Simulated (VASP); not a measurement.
Write the native input for VASP 6.6.1 that does the following.

| Property | Result |
| --- | --- |
| Task | single point |
| Functional | PBE |
| Dispersion | D3(BJ) |
| Potentials or basis | VASP PAW PBE potentials, release 64 (Mo_sv, S) |
| Cutoff | 520 eV |
| k mesh | 12 × 12 × 4 |
| Occupations | gaussian, width 0.05 eV |
| Spin | no spin polarisation |
| Dipole correction | no |
| Further INCAR settings | ALGO = Normal; EDIFF = 1e-06; NBANDS = 35 |

The structure of MoS2 lies in POSCAR:

```
MoS2
1.0
    3.1493579417      0.0000000000      0.0000000000
   -1.5746789709      2.7274239831      0.0000000000
    0.0000000000      0.0000000000     12.0917670417
Mo S
2 4
Direct
    0.3333333333      0.6666666667      0.2500000000
    0.6666666667      0.3333333333      0.7500000000
    0.3333333333      0.6666666667      0.6155347464
    0.6666666667      0.3333333333      0.1155347464
    0.3333333333      0.6666666667      0.8844652536
    0.6666666667      0.3333333333      0.3844652536
```

This cell differs from its parent crystal: atoms displaced along a vibrational mode.

These files were run (other wordings do the same):

INCAR

```
SYSTEM = MoS2
PREC = Accurate ; ENCUT = 520
EDIFF = 1E-6 ; ISMEAR = 0
SIGMA = 0.05 ; LREAL = .False.
LASPH = .True. ; NELM = 100
ALGO = Normal ; ISIF = 2
LWAVE = .False. ; LCHARG = .False.
GGA = PE ; IVDW = 12
NBANDS = 35
```

KPOINTS

```
regular mesh
0
Gamma
  12 12 4
  0 0 0
```

Potentials or basis: VASP PAW PBE potentials, release 64 (Mo_sv, S).

The run is started by

```console
$ cat potpaw_PBE.64/Mo_sv/POTCAR potpaw_PBE.64/S/POTCAR > POTCAR
$ mpirun -np 1 vasp_std > vasp.out
```

It gave:

The pressure is -5.7 GPa and the largest force is 1.119 eV/Å. The band gap on the k mesh is 0.73 eV (least direct gap 1.77 eV) and the dispersion energy per atom is -0.438 eV.

Caveat: the cell differs from its parent crystal (atoms displaced along a vibrational mode); the stress differs along the axes, from -10 to -3 GPa; forces of over 1 eV/Å act on the atoms, so gaps and moduli don't describe the material at rest.

Wall time 120 s on 1 thread of Intel(R) Xeon(R) Platinum 8259CL CPU @ 2.50GHz (Skylake/Cascade Lake), on a shared host, peak memory 0.32 GiB.
